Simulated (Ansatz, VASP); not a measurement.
## Two plane-wave programs on MgO

```
Mg O
1.0
     0.00000    2.08033    2.08033
     2.08033    0.00000    2.08033
     2.08033    2.08033    0.00000
Mg O
1 1
Direct
  0.00000 0.00000 0.00000
  0.50000 0.50000 0.50000
```

Alike in both runs: task single point; functional LDA; k mesh 8 × 8 × 8; no spin polarisation.

```csv
,VASP,Ansatz
version,VASP 6.6.1,Ansatz 0.2.0
potentials or method,"VASP PAW LDA potentials, release 64 (Mg_sv, O), cutoff 840 eV","scalar-relativistic, plane waves, PAW"
occupations,"gaussian, width 0.01 eV",fixed
valence electrons in the cell,16,16
```

Ansatz gave:

| Quantity | Value |
| --- | --- |
| gap on the k mesh at the Fermi level (eV) | 5.03 |
| least direct gap on the mesh (eV) | 5.03 |
| pressure (GPa) | 0.0 |

What did VASP give for the same quantities?

gap on the k mesh at the Fermi level (eV): 5.03; least direct gap on the mesh (eV): 5.03; pressure (GPa): 0.4.

Ansatz warns that its potentials were made for another functional, while VASP's fit it. LDA's correlation is that of Perdew and Zunger in VASP and of Perdew and Wang (1992) in Ansatz.
